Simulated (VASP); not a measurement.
# Ti (P6_3/mmc) in VASP: notebook

The runs below take Ti through single point, relaxation of volume and atoms at fixed shape, with r2SCAN.

Everything below comes from runs of VASP 6.6.1. Logs are shortened: lines on timing, memory, paths and dates and some standing lists are left out, and cuts for length are marked.

## (1) The cell of the first run

The structure is hexagonal, space group P6_3/mmc (No. 194). Conventional cell: a = 2.932 Å, b = 2.932 Å, c = 4.652 Å, α = 90.00°, β = 90.00°, γ = 120.00°. Within 3.8 Å of Ti (site symmetry -6m2) lie 12 Ti at 2.88 to 2.93 Å.

## (2) Single point, r2SCAN

POSCAR

```
Ti
1.0
    2.9322934814      0.0000000000      0.0000000000
   -1.4661467407      2.5394406462      0.0000000000
    0.0000000000      0.0000000000      4.6519096586
Ti
2
Direct
    0.3333333333      0.6666666667      0.2500000000
    0.6666666667      0.3333333333      0.7500000000
```

INCAR.step1

```
PREC = Accurate
ENCUT = 520
ISMEAR = 1
SIGMA = 0.1
LREAL = F
LASPH = T
NELM = 100
NBANDS = 19
GGA = PE
ALGO = Normal
EDIFF = 1E-4
LWAVE = T
LCHARG = F
```

INCAR.step2

```
PREC = Accurate
ENCUT = 520
EDIFF = 1E-6
ISMEAR = 1
SIGMA = 0.1
LREAL = F
LASPH = T
NELM = 100
ALGO = Normal
ISIF = 2
LWAVE = F
LCHARG = F
METAGGA = R2SCAN
LMIXTAU = T
NBANDS = 19
ISTART = 1
```

KPOINTS

```
regular mesh
0
Gamma
  7 7 4
```

Potentials or basis: VASP PAW PBE potentials, release 64 (Ti_sv).

Command:

```console
$ cat potpaw_PBE.64/Ti_sv/POTCAR > POTCAR
$ cp INCAR.step1 INCAR
$ mpirun -np 1 vasp_std > vasp.out
$ cp INCAR.step2 INCAR
$ mpirun -np 1 vasp_std > vasp.out
```

OUTCAR:

```text
PREC = Accurate
   ENCUT = 520
   EDIFF = 1E-6
   ISMEAR = 1
   LREAL = F
   LASPH = T
   NELM = 100
   ISIF = 2
   METAGGA = R2SCAN
   ISTART = 1

 ion  position               nearest neighbor table
   1  0.333  0.667  0.250-   2 2.88   2 2.88   2 2.88   2 2.88   2 2.88   2 2.88
   2  0.667  0.333  0.750-   1 2.88   1 2.88   1 2.88   1 2.88   1 2.88   1 2.88

  LATTYP: Found a hexagonal cell.
 ALAT       =     2.9322934814
 C/A-ratio  =     1.5864406780

  Lattice vectors:

 A1 = (   2.9322934814,   0.0000000000,   0.0000000000)
 A2 = (  -1.4661467407,   2.5394406462,   0.0000000000)
 A3 = (   0.0000000000,   0.0000000000,   4.6519096586)

Analysis of symmetry for initial positions (statically):
=====================================================================
 Subroutine PRICEL returns:
 Original cell was already a primitive cell.

 Routine SETGRP: Setting up the symmetry group for a
 hexagonal supercell.

 Subroutine GETGRP returns: Found 24 space group operations
 (whereof 12 operations were pure point group operations)
 out of a pool of 24 trial point group operations.

The static configuration has the point symmetry D_3d.
 The point group associated with its full space group is D_6h.

Analysis of symmetry for dynamics (positions and initial velocities):
=====================================================================
 Subroutine PRICEL returns:
 Original cell was already a primitive cell.

 Routine SETGRP: Setting up the symmetry group for a
 hexagonal supercell.

 Subroutine GETGRP returns: Found 24 space group operations
 (whereof 12 operations were pure point group operations)
 out of a pool of 24 trial point group operations.

The dynamic configuration has the point symmetry D_3d.
 The point group associated with its full space group is D_6h.

 Subroutine INISYM returns: Found 24 space group operations
 (whereof 12 operations are pure point group operations),
 and found     1 'primitive' translations

----------------------------------------------------------------------------------------

                                     Primitive cell

  volume of cell :      34.6399

  direct lattice vectors                    reciprocal lattice vectors
[... 78 lines left out ...]
   ISTART =      1    job   : 0-new  1-cont  2-samecut
   ICHARG =      0    charge: 1-file 2-atom 10-const
   ISPIN  =      1    spin polarized calculation?
   LNONCOLLINEAR =      F non collinear calculations
   LSORBIT =      F    spin-orbit coupling
   LASPH  =      T    aspherical Exc in radial PAW
   ENCUT  =  520.0 eV  38.22 Ry    6.18 a.u.   5.45  5.45  8.65*2*pi/ulx,y,z
   NELM   =    100;   NELMIN=  2; NELMDL=  0     # of ELM steps
   EDIFF  = 0.1E-05   stopping-criterion for ELM
   LREAL  =      F    real-space projection
   EDIFFG = 0.1E-04   stopping-criterion for IOM
   NSW    =      0    number of steps for IOM
   IBRION =     -1    ionic relax: 0-MD 1-quasi-New 2-CG
   NFREE  =      0    steps in history (QN), initial steepest desc. (CG)
   ISIF   =      2    stress and relaxation
   ISYM   =      2    0-nonsym 1-usesym 2-fastsym
   POTIM  = 0.5000    time-step for ionic-motion
   TEBEG  =    0.0;   TEEND  =   0.0 temperature during run
   PSTRESS=    0.0 pullay stress
   NELECT =      24.0000    total number of electrons
   NUPDOWN=      -1.0000    fix difference up-down
   EMIN   =  10.00;   EMAX   =-10.00  energy-range for DOS
   EFERMI =   0.00;   METHOD = LEGACY
   ISMEAR =     1;   SIGMA  =   0.10  broadening in eV -4-tet -1-fermi 0-gaus
   EFERMI_NEDOS =   21; number of points for ismear=-14 and -15
   IALGO  =     38    algorithm
   IMIX   =      4    mixing-type and parameters
     AMIX     =   0.40;   BMIX     =  1.00
     AMIX_MAG =   1.60;   BMIX_MAG =  1.00
  volume/ion in A,a.u.               =      17.32       116.88
  Fermi-wavevector in a.u.,A,eV,Ry     =   1.448615  2.737485 28.551629  2.098486
  Thomas-Fermi vector in A             =   2.566436
   LORBIT       =      0    0 simple, 1 ext, 2 COOP (PROOUT), +10 PAW based schemes
   METAGGA = R2SCAN    functional components
   LHFCALC =     F    Hartree Fock is set to
   AEXX    =    0.0000 exact exchange contribution
   IVDW    =     0    specifies the selected vdW correction
   LEPSILON=     F    determine dielectric tensor
   LRPA    =     F    only Hartree local field effects (RPA)
 non-spin polarized calculation
 Methfessel and Paxton  Order N= 1 SIGMA  =   0.10
  energy-cutoff  :      520.00
  volume of cell :       34.64
 maximum number of plane-waves:       965
 NGX is ok and might be reduce to    24
   NGX = 11   NGY = 11   NGZ = 17

 number of electron      24.0000000 magnetization

 Free energy of the ion-electron system (eV)
  ---------------------------------------------------
  ext. energy  EPLUGINS =         0.00000000
  ---------------------------------------------------
  free energy    TOTEN  =       -25.90542009 eV

  energy without entropy =      -25.90576301  energy(sigma->0) =      -25.90553440

 E-fermi :   8.5319     XC(G=0): -12.4106

 val. band max:        8.5076366089   @ k =   0.2857   0.2857   0.2500
 cond. band min:       8.5636339426   @ k =   0.2857   0.2857   0.2500
 fundamental gap:      0.0559973338
 Fermi energy:         8.5318612870

 k-point     1 :       0.0000    0.0000    0.0000
  band No.  band energies     occupation
      1     -50.8105      2.00000
      2     -50.6663      2.00000
      3     -26.3598      2.00000
      4     -25.7063      2.00000
      5     -25.7063      2.00000
      6     -25.6184      2.00000
[... 505 lines left out ...]
      6     -25.9559      2.00000
[... 11 lines left out ...]
     18      11.8720      0.00000
     19      14.4584      0.00000

------------------------ aborting loop because EDIFF is reached ----------------------------------------

  FORCE on cell =-STRESS in cart. coord.  units (eV):
  Direction    XX          YY          ZZ          XY          YZ          ZX
  --------------------------------------------------------------------------------------
  -------------------------------------------------------------------------------------
  Total       -0.0595074     -0.0595074      0.3362864     -0.0000000     -0.0000000      0.0000000
  in kB       -2.7523586     -2.7523586     15.5540373     -0.0000000     -0.0000000      0.0000000
  external PRESSURE =       3.3497734 kB  Pullay stress =       0.0000000 kB

 VOLUME and BASIS-vectors are now :
 -----------------------------------------------------------------------------
  energy-cutoff  :      520.00
  volume of cell :       34.64
      direct lattice vectors                 reciprocal lattice vectors
     2.932293481  0.000000000  0.000000000     0.341029984  0.196893753  0.000000000
    -1.466146741  2.539440646  0.000000000     0.000000000  0.393787507  0.000000000
     0.000000000  0.000000000  4.651909659     0.000000000  0.000000000  0.214965482

 POSITION                                       TOTAL-FORCE (eV/Angst)
 -----------------------------------------------------------------------------------
     -0.00000      1.69296      1.16298         0.000000     -0.000000      0.000000
      1.46615      0.84648      3.48893        -0.000000      0.000000      0.000000
 -----------------------------------------------------------------------------------
    total drift:                               -0.000000      0.000000     -0.000000

  FREE ENERGIE OF THE ION-ELECTRON SYSTEM (eV)
  ---------------------------------------------------
  free  energy   TOTEN  =       -25.9054200892 eV

  energy  without entropy=      -25.9057630095  energy(sigma->0) =      -25.90553440
```

OSZICAR.step1:

```text
N       E                     dE             d eps       ncg     rms          rms(c)
DAV:   1     0.267674761048E+03    0.26767E+03   -0.12961E+04   912   0.158E+03
DAV:   2     0.129796801502E+02   -0.25470E+03   -0.25044E+03   951   0.448E+02
DAV:   3    -0.165165243527E+02   -0.29496E+02   -0.29160E+02  1703   0.127E+02
DAV:   4    -0.176824460065E+02   -0.11659E+01   -0.11647E+01  1019   0.262E+01
DAV:   5    -0.177423633839E+02   -0.59917E-01   -0.59899E-01  1359   0.416E+00    0.119E+01
DAV:   6    -0.156718111022E+02    0.20706E+01   -0.75151E+00  1036   0.276E+01    0.297E+00
DAV:   7    -0.156541938355E+02    0.17617E-01   -0.71857E-01  1353   0.617E+00    0.208E+00
DAV:   8    -0.156800602156E+02   -0.25866E-01   -0.19646E-01   996   0.509E+00    0.685E-01
DAV:   9    -0.156724069246E+02    0.76533E-02   -0.42816E-02  1046   0.209E+00    0.668E-02
DAV:  10    -0.156727618234E+02   -0.35490E-03   -0.29694E-03  1292   0.318E-01    0.809E-02
DAV:  11    -0.156728172090E+02   -0.55386E-04   -0.15100E-04   777   0.836E-02
   1 F= -.15672817E+02 E0= -.15673018E+02  d E =0.603101E-03
```

It took 52 s on 1 thread of Intel Xeon 6975P-C (Granite Rapids), shared host; peak memory 0.16 GiB.

What came out:

- Free energy: -25.9054 eV
- Pressure: 0.3 GPa
- Band gap on the k mesh: zero (band 12 reaches 9.29 eV, above the bottom of band 13 at 8.10 eV)

Caveat: the PAW data sets were made with another functional, which shifts forces and pressure a little.

## (3) Relaxation of volume and atoms at fixed shape, r2SCAN

This run uses another cell than the first one, of 17.64 Å³/atom, 1.018 times its volume.

POSCAR

```
Ti
1.0
    2.9500000000      0.0000000000      0.0000000000
   -1.4750000000      2.5547749412      0.0000000000
    0.0000000000      0.0000000000      4.6800000000
Ti
2
Direct
    0.3333330000      0.6666670000      0.2500000000
    0.6666670000      0.3333330000      0.7500000000
```

INCAR.step1

```
PREC     = Accurate       # precision mode
ENCUT    = 600            # plane-wave cutoff, eV
ISMEAR   = 1              # smearing method
SIGMA    = 0.1            # smearing width, eV
LREAL    = False          # projectors in reciprocal space
LASPH    = True           # aspherical terms in the spheres
NELM     = 60             # most SCF steps
GGA      = PE             # functional
ALGO     = Normal         # electronic algorithm
EDIFF    = 1E-4           # SCF threshold, eV
LWAVE    = True           # write WAVECAR
LCHARG   = False          # write CHGCAR
```

INCAR.step2

```
PREC     = Accurate       # precision mode
ENCUT    = 600            # plane-wave cutoff, eV
EDIFF    = 1E-6           # SCF threshold, eV
ISMEAR   = 1              # smearing method
SIGMA    = 0.1            # smearing width, eV
LREAL    = False          # projectors in reciprocal space
LASPH    = True           # aspherical terms in the spheres
NELM     = 60             # most SCF steps
ALGO     = Normal         # electronic algorithm
ISIF     = 8              # what is computed and relaxed
LWAVE    = False          # write WAVECAR
LCHARG   = False          # write CHGCAR
METAGGA  = R2SCAN         # meta-GGA
LMIXTAU  = True         
IBRION   = 2              # ionic algorithm
NSW      = 60             # ionic steps
EDIFFG   = -0.03          # ionic threshold
ISTART   = 1
```

KPOINTS is that of step 2.

Potentials or basis: VASP PAW PBE potentials, release 64 (Ti_sv).

Command:

```console
$ cat potpaw_PBE.64/Ti_sv/POTCAR > POTCAR
$ cp INCAR.step1 INCAR
$ mpirun -np 1 vasp_std > vasp.out
$ cp INCAR.step2 INCAR
$ mpirun -np 1 vasp_std > vasp.out
```

OUTCAR:

```text
PREC = Accurate
   ENCUT = 600
   EDIFF = 1E-6
   ISMEAR = 1
   LREAL = False
   LASPH = True
   NELM = 60
   ISIF = 8
   METAGGA = R2SCAN
   IBRION = 2
   NSW = 60
   EDIFFG = -0.03
   ISTART = 1

 ion  position               nearest neighbor table
   1  0.333  0.667  0.250-   2 2.89   2 2.89   2 2.89   2 2.89   2 2.89   2 2.89
   2  0.667  0.333  0.750-   1 2.89   1 2.89   1 2.89   1 2.89   1 2.89   1 2.89

  LATTYP: Found a hexagonal cell.
 ALAT       =     2.9500000000
 C/A-ratio  =     1.5864406780

  Lattice vectors:

 A1 = (   2.9500000000,   0.0000000000,   0.0000000000)
 A2 = (  -1.4750000000,   2.5547749412,   0.0000000000)
 A3 = (   0.0000000000,   0.0000000000,   4.6800000000)

Analysis of symmetry for initial positions (statically):
=====================================================================
 Subroutine PRICEL returns:
 Original cell was already a primitive cell.

 Routine SETGRP: Setting up the symmetry group for a
 hexagonal supercell.

 Subroutine GETGRP returns: Found 24 space group operations
 (whereof 12 operations were pure point group operations)
 out of a pool of 24 trial point group operations.

The static configuration has the point symmetry D_3d.
 The point group associated with its full space group is D_6h.

Analysis of symmetry for dynamics (positions and initial velocities):
=====================================================================
 Subroutine PRICEL returns:
 Original cell was already a primitive cell.

 Routine SETGRP: Setting up the symmetry group for a
 hexagonal supercell.

 Subroutine GETGRP returns: Found 24 space group operations
 (whereof 12 operations were pure point group operations)
 out of a pool of 24 trial point group operations.

The dynamic configuration has the point symmetry D_3d.
 The point group associated with its full space group is D_6h.

 Subroutine INISYM returns: Found 24 space group operations
 (whereof 12 operations are pure point group operations),
 and found     1 'primitive' translations

[... 101 lines left out ...]
   POTIM  = 0.5000    time-step for ionic-motion
   TEBEG  =    0.0;   TEEND  =   0.0 temperature during run
   PSTRESS=    0.0 pullay stress
   NELECT =      24.0000    total number of electrons
   NUPDOWN=      -1.0000    fix difference up-down
   EMIN   =  10.00;   EMAX   =-10.00  energy-range for DOS
   EFERMI =   0.00;   METHOD = LEGACY
   ISMEAR =     1;   SIGMA  =   0.10  broadening in eV -4-tet -1-fermi 0-gaus
   EFERMI_NEDOS =   21; number of points for ismear=-14 and -15
   IALGO  =     38    algorithm
   IMIX   =      4    mixing-type and parameters
     AMIX     =   0.40;   BMIX     =  1.00
     AMIX_MAG =   1.60;   BMIX_MAG =  1.00
  volume/ion in A,a.u.               =      17.64       119.01
  Fermi-wavevector in a.u.,A,eV,Ry     =   1.439920  2.721055 28.209912  2.073370
  Thomas-Fermi vector in A             =   2.558722
   LORBIT       =      0    0 simple, 1 ext, 2 COOP (PROOUT), +10 PAW based schemes
   METAGGA = R2SCAN    functional components
   LHFCALC =     F    Hartree Fock is set to
   AEXX    =    0.0000 exact exchange contribution
   IVDW    =     0    specifies the selected vdW correction
   LEPSILON=     F    determine dielectric tensor
   LRPA    =     F    only Hartree local field effects (RPA)
 conjugate gradient relaxation of ions
 non-spin polarized calculation
 Methfessel and Paxton  Order N= 1 SIGMA  =   0.10
  energy-cutoff  :      600.00
  volume of cell :       35.27
 maximum number of plane-waves:      1194
 NGX is ok and might be reduce to    24
   NGX = 11   NGY = 11   NGZ = 19

--------------------------------------- Ionic step        1  -------------------------------------------

 number of electron      23.9999997 magnetization

 Free energy of the ion-electron system (eV)
  ---------------------------------------------------
  ext. energy  EPLUGINS =         0.00000000
  ---------------------------------------------------
  free energy    TOTEN  =       -25.90243989 eV

  energy without entropy =      -25.90283650  energy(sigma->0) =      -25.90257210

------------------------ aborting loop because EDIFF is reached ----------------------------------------

  FORCE on cell =-STRESS in cart. coord.  units (eV):
  Direction    XX          YY          ZZ          XY          YZ          ZX
  --------------------------------------------------------------------------------------
  -------------------------------------------------------------------------------------
  Total       -0.4985821     -0.4985821     -0.1323594      0.0000000      0.0000000      0.0000000
  in kB      -22.6478361    -22.6478361     -6.0123586      0.0000000      0.0000000      0.0000000
  external PRESSURE =     -17.1026769 kB  Pullay stress =       0.0000000 kB
[... 59 lines left out ...]
--------------------------------------- Ionic step        3  -------------------------------------------

 number of electron      23.9999993 magnetization

 Free energy of the ion-electron system (eV)
  ---------------------------------------------------
  ext. energy  EPLUGINS =         0.00000000
  ---------------------------------------------------
  free energy    TOTEN  =       -25.90520836 eV

  energy without entropy =      -25.90556375  energy(sigma->0) =      -25.90532682

 E-fermi :   8.4946     XC(G=0): -12.3933

 val. band max:        8.4703895164   @ k =   0.2857   0.2857   0.2500
 cond. band min:       8.5260452133   @ k =   0.2857   0.2857   0.2500
 fundamental gap:      0.0556556970
 Fermi energy:         8.4946350013

 k-point     1 :       0.0000    0.0000    0.0000
  band No.  band energies     occupation
      1     -50.8535      2.00000
      2     -50.7112      2.00000
      3     -26.3989      2.00000
      4     -25.7524      2.00000
      5     -25.7524      2.00000
      6     -25.6656      2.00000
[... 474 lines left out ...]
  FREE ENERGIE OF THE ION-ELECTRON SYSTEM (eV)
  ---------------------------------------------------
  free  energy   TOTEN  =       -25.9052083572 eV

  energy  without entropy=      -25.9055637539  energy(sigma->0) =      -25.90532682

 reached required accuracy - stopping structural energy minimisation
```

OUTCAR.step1:

```text
PREC = Accurate
   ENCUT = 600
   ISMEAR = 1
   LREAL = False
   LASPH = True
[... 678 lines left out ...]
     -0.00000      1.70318      1.17000        -0.000000     -0.000000      0.000000
      1.47500      0.85159      3.51000         0.000000      0.000000      0.000000
 -----------------------------------------------------------------------------------
    total drift:                               -0.002344      0.001354     -0.000678

  FREE ENERGIE OF THE ION-ELECTRON SYSTEM (eV)
  ---------------------------------------------------
  free  energy   TOTEN  =       -15.6698216946 eV

  energy  without entropy=      -15.6703630119  energy(sigma->0) =      -15.67000213
```

OSZICAR.step1:

```text
N       E                     dE             d eps       ncg     rms          rms(c)
DAV:   1     0.260154203814E+03    0.26015E+03   -0.14891E+04   768   0.204E+03
DAV:   2     0.115671059323E+02   -0.24859E+03   -0.24712E+03   800   0.516E+02
DAV:   3    -0.164232231991E+02   -0.27990E+02   -0.27834E+02  1504   0.141E+02
DAV:   4    -0.177141621847E+02   -0.12909E+01   -0.12905E+01   792   0.319E+01
DAV:   5    -0.177989542412E+02   -0.84792E-01   -0.84787E-01  1272   0.539E+00    0.117E+01
DAV:   6    -0.156668476692E+02    0.21321E+01   -0.81661E+00   888   0.331E+01    0.291E+00
DAV:   7    -0.156527717474E+02    0.14076E-01   -0.81969E-01  1144   0.763E+00    0.204E+00
DAV:   8    -0.156788704992E+02   -0.26099E-01   -0.22013E-01   888   0.624E+00    0.694E-01
DAV:   9    -0.156695426174E+02    0.93279E-02   -0.55161E-02   920   0.267E+00    0.609E-02
DAV:  10    -0.156697522871E+02   -0.20967E-03   -0.24434E-03  1136   0.387E-01    0.865E-02
DAV:  11    -0.156698216946E+02   -0.69407E-04   -0.22712E-04   688   0.131E-01
   1 F= -.15669822E+02 E0= -.15670002E+02  d E =0.541317E-03
```

It took 2.3 min on 1 thread of Intel Xeon 6975P-C (Granite Rapids), shared host; peak memory 0.17 GiB.

What came out:

- Free energy: -25.9052 eV
- Relaxed volume: 17.38 Å³/atom
- Relaxed cell: a = 2.936 Å, b = 2.936 Å, c = 4.657 Å, α = 90.00°, β = 90.00°, γ = 120.00°
- Space group after relaxing (to 0.05 Å): P6_3/mmc (No. 194)
- Energy gained by relaxing: 1.4 meV/atom
- Ionic steps: 3
- Pressure after relaxing: 0.0 GPa
- Band gap on the k mesh: zero (band 12 reaches 9.25 eV, above the bottom of band 13 at 8.07 eV)

Step by step:
```
step  energy change (eV)  largest force (eV/Å)  pressure (GPa)  volume (Å³)
   1              0.0000                0.0000           -1.71        35.27
   2             -0.0007                0.0000            1.51        34.32
   3             -0.0028                0.0000           -0.01        34.76
```

Final structure:
```
CELL_PARAMETERS angstrom
2.93563 0.00000 0.00000
-1.46782 2.54233 0.00000
0.00000 0.00000 4.65721
ATOMIC_POSITIONS crystal
Ti 0.33333 0.66667 0.25000
Ti 0.66667 0.33333 0.75000
```

Levels at points of the mesh, in eV from the Fermi level:
```tsv
k point	band 9	band 10	band 11	band 12	band 13	band 14	band 15	band 16
(0.00, 0.00, 0.00)	-6.72	-2.96	0.44	0.75	0.75	0.86	1.28	1.28
(0.00, 0.00, 0.50)	-4.79	-4.79	-0.04	-0.04	0.67	0.67	0.67	0.67
```

Caveat: the PAW data sets were made with another functional, which shifts forces and pressure a little.
